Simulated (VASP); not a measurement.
Write the native input for VASP 6.6.1 that does the following.

| Quantity | Value |
| --- | --- |
| Task | single point |
| Functional | PBE |
| Potentials or basis | VASP PAW PBE potentials, release 64 (Al, N) |
| Cutoff | 520 eV |
| k mesh | 3 × 3 × 2 |
| Occupations | fermi-dirac, width 0.026 eV |
| Spin | no spin polarisation |
| Dipole correction | no |
| Further INCAR settings | LREAL = Auto; ALGO = Normal; EDIFF = 1e-07; NBANDS = 86 |

The structure of AlN lies in POSCAR:

```
AlN
1.0
    6.2133875243     -0.0000000001      0.0000000000
   -3.1066937621      5.3809514397      0.0000000000
    0.0000000000      0.0000000000      9.9571831061
Al N
16 16
Direct
    0.1590175961      0.3248932869     -0.0024172499
    0.3337662140      0.1735024020      0.2497101814
    0.1730482010      0.3430510423      0.4953269361
    0.3350825951      0.1628245506      0.7499537691
    0.1590765350      0.8240960822     -0.0019603938
    0.3266760942      0.6711714537      0.2505405368
    0.1693527064      0.8400200319      0.4964744494
    0.3436052184      0.6645696472      0.7454489810
    0.6595206122      0.3227698706      0.0007997242
    0.8292490828      0.1745224819      0.2464408833
    0.6696614439      0.3383780769      0.4985208113
    0.8478647496      0.1701578262      0.7464211435
    0.6626871778      0.8301063576     -0.0015749434
    0.8260118503      0.6699246482      0.2467608533
    0.6761705600      0.8453062718      0.4985689172
    0.8374620013      0.6626105142      0.7471740673
    0.1605501993      0.3344319346      0.1893178000
    0.3349246873      0.1741403933      0.4406694095
    0.1691243852      0.3290483142      0.6919530279
    0.3301286965      0.1637820021      0.9366998578
    0.1546975375      0.8327360041      0.1900737367
    0.3384405420      0.6666187272      0.4359862577
    0.1856894441      0.8285176051      0.6896439411
    0.3157195949      0.6566418671      0.9439717940
    0.6554550764      0.3310942349      0.1899980125
    0.8399713031      0.1703403218      0.4384676824
    0.6791315258      0.3275779423      0.6856061526
    0.8263135416      0.1541926199      0.9400665731
    0.6623235296      0.8402681293      0.1951523819
    0.8269419219      0.6611117086      0.4442391942
    0.6815747943      0.8362151286      0.6900331074
    0.8231170514      0.6587946462      0.9388310831
```

One way to write it, as run:

INCAR

```
PREC = Accurate
ENCUT = 520
EDIFF = 1E-7
ISMEAR = -1
SIGMA = 0.026
LREAL = Auto
LASPH = T
NELM = 80
ALGO = Normal
ISIF = 2
LWAVE = F
LCHARG = F
GGA = PE
NBANDS = 86
```

KPOINTS

```
Automatic mesh
0
Gamma
  3 3 2
```

Potentials or basis: VASP PAW PBE potentials, release 64 (Al, N).

The run is started by

```sh
$ cat potpaw_PBE.64/Al/POTCAR potpaw_PBE.64/N/POTCAR > POTCAR
$ mpirun -np 1 vasp_std > vasp.out
```

It gave:

```yaml
Pressure: 4.9 GPa
Largest_force: 1.866 eV/Å
Band_gap_on_the_k_mesh: 4.12 eV
```

Caveat: the cell stands under pressure; the atoms stand as in a frame of molecular dynamics; forces of over 1 eV/Å act on the atoms, so gaps and moduli don't describe the material at rest.

Run time: 6.8 min on 1 thread of Intel(R) Xeon(R) 6975P-C (Granite Rapids) (shared host), peak memory 0.51 GiB.
